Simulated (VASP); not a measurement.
# Al3Pd (P6/mmm) in VASP: further runs

Al3Pd is run at these levels: PBE; tasks: single point, relaxation of cell and atoms.

All numbers are computed with VASP 6.6.1; they aren't measurements. Logs are shortened: lines on timing, memory, paths and dates and some standing lists are left out, and cuts for length are marked.

**1. The cell of the first run**

The structure is hexagonal, space group P6/mmm (No. 191). Conventional cell: a = 4.270 Å, b = 4.270 Å, c = 4.568 Å, α = 90.00°, β = 90.00°, γ = 120.00°. Al (site symmetry -6m2) has 9 Al at 2.47 to 3.36 Å and 3 Pd at 2.47 Å within 3.4 Å. Within 3.0 Å of Al (site symmetry 6/mmm) lie 2 Pd at 2.28 Å. Within 3.0 Å of Pd (site symmetry 6/mmm) lie 8 Al at 2.28 to 2.47 Å.

The cell was generated, and may not be a known phase.

**2. Single point, PBE**

Input file INCAR:

```
  ALGO = Fast
  EDIFF = 1E-6
  ENCUT = 520
  GGA = PE
  ISIF = 2
  ISMEAR = 0
  LASPH = T
  LCHARG = F
  LREAL = F
  LWAVE = F
  NBANDS = 18
  NELM = 60
  PREC = Accurate
  SIGMA = 0.1
```

Input file KPOINTS:

```
k-points
0
Gamma
  6 6 4
```

Input file POSCAR:

```
Al3Pd
1.0
    4.2703114200      0.0000000000      0.0000000000
   -2.1351557100      3.6981981700      0.0000000000
    0.0000000000      0.0000000000      4.5677767600
Al Pd
3 1
Direct
    0.3333333300      0.6666666700      0.0000000000
    0.6666666700      0.3333333300      0.0000000000
    0.0000000000      0.0000000000      0.5000000000
    0.0000000000      0.0000000000      0.0000000000
```

Potentials or basis: VASP PAW PBE potentials, release 64 (Al, Pd).

Launch:

```console
> cat potpaw_PBE.64/Al/POTCAR potpaw_PBE.64/Pd/POTCAR > POTCAR
> mpirun -np 1 vasp_std > vasp.out
```

OUTCAR:

```text
EDIFF = 1E-6
   ENCUT = 520
   GGA = PE
   ISIF = 2
   ISMEAR = 0
   LASPH = T
   LREAL = F
   NELM = 60
   PREC = Accurate

 ion  position               nearest neighbor table
   1  0.333  0.667  0.000-   2 2.47   4 2.47   2 2.47   4 2.47   4 2.47   2 2.47   3 3.36   3 3.36
                             3 3.36   3 3.36   3 3.36   3 3.36
   2  0.667  0.333  0.000-   1 2.47   4 2.47   1 2.47   4 2.47   4 2.47   1 2.47   3 3.36   3 3.36
                             3 3.36   3 3.36   3 3.36   3 3.36
   3  0.000  0.000  0.500-   4 2.28   4 2.28   1 3.36   1 3.36   2 3.36   2 3.36   1 3.36   1 3.36
                             2 3.36   2 3.36   2 3.36   2 3.36   1 3.36   1 3.36
   4  0.000  0.000  0.000-   3 2.28   3 2.28   1 2.47   2 2.47   1 2.47   2 2.47   2 2.47   1 2.47

  LATTYP: Found a hexagonal cell.
 ALAT       =     4.2703114200
 C/A-ratio  =     1.0696589337

  Lattice vectors:

 A1 = (   4.2703114200,   0.0000000000,   0.0000000000)
 A2 = (  -2.1351557100,   3.6981981700,   0.0000000000)
 A3 = (   0.0000000000,   0.0000000000,   4.5677767600)

Analysis of symmetry for initial positions (statically):
=====================================================================
 Subroutine PRICEL returns:
 Original cell was already a primitive cell.

 Routine SETGRP: Setting up the symmetry group for a
 hexagonal supercell.

 Subroutine GETGRP returns: Found 24 space group operations
 (whereof 24 operations were pure point group operations)
 out of a pool of 24 trial point group operations.

The static configuration has the point symmetry D_6h.

Analysis of symmetry for dynamics (positions and initial velocities):
=====================================================================
 Subroutine PRICEL returns:
 Original cell was already a primitive cell.

 Routine SETGRP: Setting up the symmetry group for a
 hexagonal supercell.

 Subroutine GETGRP returns: Found 24 space group operations
 (whereof 24 operations were pure point group operations)
 out of a pool of 24 trial point group operations.

The dynamic configuration has the point symmetry D_6h.

 Subroutine INISYM returns: Found 24 space group operations
 (whereof 24 operations are pure point group operations),
 and found     1 'primitive' translations

----------------------------------------------------------------------------------------

                                     Primitive cell

  volume of cell :      72.1364

  direct lattice vectors                    reciprocal lattice vectors
     4.270311420  0.000000000  0.000000000     0.234174959  0.135200975  0.000000000
    -2.135155710  3.698198170  0.000000000     0.000000000  0.270401951  0.000000000
     0.000000000  0.000000000  4.567776760     0.000000000  0.000000000  0.218924885

  length of vectors
     4.270311420  4.270311418  4.567776760     0.270401951  0.270401951  0.218924885

  position of ions in fractional coordinates (direct lattice)
     0.333333330  0.666666670  0.000000000
     0.666666670  0.333333330  0.000000000
     0.000000000  0.000000000  0.500000000
     0.000000000  0.000000000  0.000000000

  ion indices of the primitive-cell ions
   primitive index   ion index
                 1           1
                 2           2
                 3           3
                 4           4

----------------------------------------------------------------------------------------

 KPOINTS: k-points

Automatic generation of k-mesh.
 Grid dimensions read from file:
 generate k-points for:    6    6    4

 Generating k-lattice:

  Cartesian coordinates                     Fractional coordinates (reciprocal lattice)
     0.039029160  0.022533496  0.000000000     0.166666667  0.000000000  0.000000000
     0.000000000  0.045066992  0.000000000     0.000000000  0.166666667  0.000000000
     0.000000000  0.000000000  0.054731221     0.000000000  0.000000000  0.250000000

  Length of vectors
     0.045066992  0.045066992  0.054731221

  Shift w.r.t. Gamma in fractional coordinates (k-lattice)
     0.000000000  0.000000000  0.000000000

 Subroutine IBZKPT returns following result:
 ===========================================

 Found     21 irreducible k-points:

 Following reciprocal coordinates:
            Coordinates               Weight
  0.000000  0.000000  0.000000      1.000000
  0.166667  0.000000  0.000000      6.000000
  0.333333 -0.000000  0.000000      6.000000
  0.500000 -0.000000  0.000000      3.000000
  0.166667  0.166667  0.000000      6.000000
  0.333333  0.166667  0.000000     12.000000
[... 13 lines left out ...]
  0.333333  0.166667  0.500000     12.000000
  0.333333  0.333333  0.500000      2.000000
   k-points           NKPTS =     21   k-points in BZ     NKDIM =     21   number of bands    NBANDS=     18
   number of dos      NEDOS =    301   number of ions     NIONS =      4
   total plane-waves  NPLWV =  36864
   dimension x,y,z NGX =    32 NGY =   32 NGZ =   36
   dimension x,y,z NGXF=    64 NGYF=   64 NGZF=   72
   ions per type =               3   1
   NGX,Y,Z   is equivalent  to a cutoff of  12.46, 12.46, 13.10 a.u.
   NGXF,Y,Z  is equivalent  to a cutoff of  24.92, 24.92, 26.20 a.u.
 SYSTEM =  unknown system
   PREC   = accura    normal or accurate (medium, high low for compatibility)
   ISTART =      0    job   : 0-new  1-cont  2-samecut
   ICHARG =      2    charge: 1-file 2-atom 10-const
   ISPIN  =      1    spin polarized calculation?
   LNONCOLLINEAR =      F non collinear calculations
   LSORBIT =      F    spin-orbit coupling
   LASPH  =      T    aspherical Exc in radial PAW
   ENCUT  =  520.0 eV  38.22 Ry    6.18 a.u.   7.94  7.94  8.49*2*pi/ulx,y,z
   NELM   =     60;   NELMIN=  2; NELMDL= -5     # of ELM steps
   EDIFF  = 0.1E-05   stopping-criterion for ELM
   LREAL  =      F    real-space projection
   EDIFFG = 0.1E-04   stopping-criterion for IOM
   NSW    =      0    number of steps for IOM
   IBRION =     -1    ionic relax: 0-MD 1-quasi-New 2-CG
   NFREE  =      0    steps in history (QN), initial steepest desc. (CG)
   ISIF   =      2    stress and relaxation
   ISYM   =      2    0-nonsym 1-usesym 2-fastsym
   POTIM  = 0.5000    time-step for ionic-motion
   TEBEG  =    0.0;   TEEND  =   0.0 temperature during run
   PSTRESS=    0.0 pullay stress
   NELECT =      19.0000    total number of electrons
   NUPDOWN=      -1.0000    fix difference up-down
   EMIN   =  10.00;   EMAX   =-10.00  energy-range for DOS
   EFERMI =   0.00;   METHOD = LEGACY
   ISMEAR =     0;   SIGMA  =   0.10  broadening in eV -4-tet -1-fermi 0-gaus
   EFERMI_NEDOS =   21; number of points for ismear=-14 and -15
   IALGO  =     68    algorithm
   IMIX   =      4    mixing-type and parameters
     AMIX     =   0.40;   BMIX     =  1.00
     AMIX_MAG =   1.60;   BMIX_MAG =  1.00
  volume/ion in A,a.u.               =      18.03       121.70
  Fermi-wavevector in a.u.,A,eV,Ry     =   1.049400  1.983079 14.983292  1.101241
  Thomas-Fermi vector in A             =   2.184361
   LORBIT       =      0    0 simple, 1 ext, 2 COOP (PROOUT), +10 PAW based schemes
   GGA     = PE    functional components
   LHFCALC =     F    Hartree Fock is set to
   AEXX    =    0.0000 exact exchange contribution
   IVDW    =     0    specifies the selected vdW correction
   LEPSILON=     F    determine dielectric tensor
   LRPA    =     F    only Hartree local field effects (RPA)
 non-spin polarized calculation
 RMM-DIIS sequential band-by-band and
 Gauss-broadening in eV      SIGMA  =   0.10
  energy-cutoff  :      520.00
  volume of cell :       72.14
 maximum number of plane-waves:      1968
 NGX is ok and might be reduce to    32
   NGX = 15   NGY = 15   NGZ = 17

 number of electron      19.0000003 magnetization

 Free energy of the ion-electron system (eV)
  ---------------------------------------------------
  ext. energy  EPLUGINS =         0.00000000
  ---------------------------------------------------
  free energy    TOTEN  =       -16.41973430 eV

  energy without entropy =      -16.41152022  energy(sigma->0) =      -16.41562726

 E-fermi :   7.7392     XC(G=0): -10.1013

 val. band max:        7.5949909089   @ k =   0.0000   0.0000   0.0000
 cond. band min:       7.7461224383   @ k =   0.3333   0.1667   0.5000
 fundamental gap:      0.1511315294
 Fermi energy:         7.7392470697

 k-point     1 :       0.0000    0.0000    0.0000
  band No.  band energies     occupation
      1      -2.8878      2.00000
      2       0.6340      2.00000
      3       1.4120      2.00000
      4       1.4120      2.00000
      5       2.6620      2.00000
      6       2.6620      2.00000
[... 10 lines left out ...]
     17      13.7172      0.00000
     18      14.8814      0.00000

 k-point     2 :       0.1667    0.0000    0.0000
  band No.  band energies     occupation
      1      -2.5650      2.00000
      2       0.6967      2.00000
      3       1.2458      2.00000
      4       1.5903      2.00000
      5       2.4785      2.00000
      6       2.6350      2.00000
[... 10 lines left out ...]
     17      13.3411      0.00000
     18      13.4285      0.00000

 k-point     3 :       0.3333   -0.0000    0.0000
  band No.  band energies     occupation
      1      -1.6430      2.00000
      2       0.7820      2.00000
      3       0.8350      2.00000
      4       2.0508      2.00000
      5       2.2242      2.00000
      6       2.5819      2.00000
[... 10 lines left out ...]
     17      14.0778      0.00000
     18      14.5452      0.00000

 k-point     4 :       0.5000   -0.0000    0.0000
  band No.  band energies     occupation
      1      -0.5811      2.00000
      2       0.0683      2.00000
      3       0.8437      2.00000
      4       2.1265      2.00000
      5       2.3620      2.00000
      6       2.3906      2.00000
[... 312 lines left out ...]
      4       1.8518      2.00000
      5       1.9703      2.00000
      6       2.3489      2.00000
[... 10 lines left out ...]
     17      14.7539      0.00000
     18      15.5410      0.00000

 k-point    20 :       0.3333    0.1667    0.5000
  band No.  band energies     occupation
      1      -0.1609      2.00000
      2       0.7924      2.00000
      3       1.5390      2.00000
      4       1.8590      2.00000
      5       2.1674      2.00000
      6       2.4683      2.00000
[... 10 lines left out ...]
     17      16.1685      0.00000
     18      16.5284      0.00000

 k-point    21 :       0.3333    0.3333    0.5000
  band No.  band energies     occupation
      1       0.6733      2.00000
      2       0.6733      2.00000
      3       1.6744      2.00000
      4       1.8436      2.00000
      5       1.8436      2.00000
      6       2.0624      2.00000
[... 10 lines left out ...]
     17      15.2704      0.00000
     18      16.6659      0.00000

------------------------ aborting loop because EDIFF is reached ----------------------------------------

  FORCE on cell =-STRESS in cart. coord.  units (eV):
  Direction    XX          YY          ZZ          XY          YZ          ZX
  --------------------------------------------------------------------------------------
  -------------------------------------------------------------------------------------
  Total        7.5271331      7.5271331      7.1546148      0.0000000     -0.0000000     -0.0000000
  in kB      167.1804855    167.1804853    158.9067110      0.0000000     -0.0000000     -0.0000000
  external PRESSURE =     164.4225606 kB  Pullay stress =       0.0000000 kB

 VOLUME and BASIS-vectors are now :
 -----------------------------------------------------------------------------
  energy-cutoff  :      520.00
  volume of cell :       72.14
      direct lattice vectors                 reciprocal lattice vectors
     4.270311420  0.000000000  0.000000000     0.234174959  0.135200975  0.000000000
    -2.135155710  3.698198170  0.000000000     0.000000000  0.270401951  0.000000000
     0.000000000  0.000000000  4.567776760     0.000000000  0.000000000  0.218924885

 POSITION                                       TOTAL-FORCE (eV/Angst)
 -----------------------------------------------------------------------------------
     -0.00000      2.46547      0.00000         0.000000      0.000000      0.000000
      2.13516      1.23273      0.00000        -0.000000      0.000000     -0.000000
      0.00000      0.00000      2.28389        -0.000000      0.000000      0.000000
      0.00000      0.00000      0.00000        -0.000000      0.000000      0.000000
 -----------------------------------------------------------------------------------
    total drift:                                0.000000     -0.000000      0.000000

  FREE ENERGIE OF THE ION-ELECTRON SYSTEM (eV)
  ---------------------------------------------------
  free  energy   TOTEN  =       -16.4197342964 eV

  energy  without entropy=      -16.4115202173  energy(sigma->0) =      -16.41562726
```

Wall time 52 s (1 thread of AMD EPYC 7R13, shared host); peak memory 0.16 GiB.

What came out:

- Free energy: -16.4197 eV
- Pressure: 16.4 GPa
- Band gap on the k mesh: zero (an odd number of electrons rules out a gap without spin polarisation)

Stress tensor (GPa, compression positive):
```
16.72  0.00  0.00
 0.00 16.72  0.00
 0.00  0.00 15.89
```

Levels at points of the mesh, in eV from the Fermi level:
```
           k point  band 6  band 7  band 8  band 9  band 10  band 11  band 12  band 13
(0.00, 0.00, 0.00)   -5.08   -3.14   -0.35   -0.14    -0.14     1.88     1.91     1.91
(0.50, 0.00, 0.00)   -5.35   -5.18   -3.04   -0.87     0.64     0.65     1.56     1.81
(0.00, 0.00, 0.50)   -5.23   -5.23    0.93    0.93     2.32     2.32     2.66     2.71
(0.50, 0.00, 0.50)   -5.34   -5.11   -5.09   -2.47    -1.48     1.35     1.74     2.26
```

Caveat: the cell stands under pressure.

(Part 1 of 2 ends here.)

The gap in the log of VASP goes by the Fermi energy; the results here count the filled bands.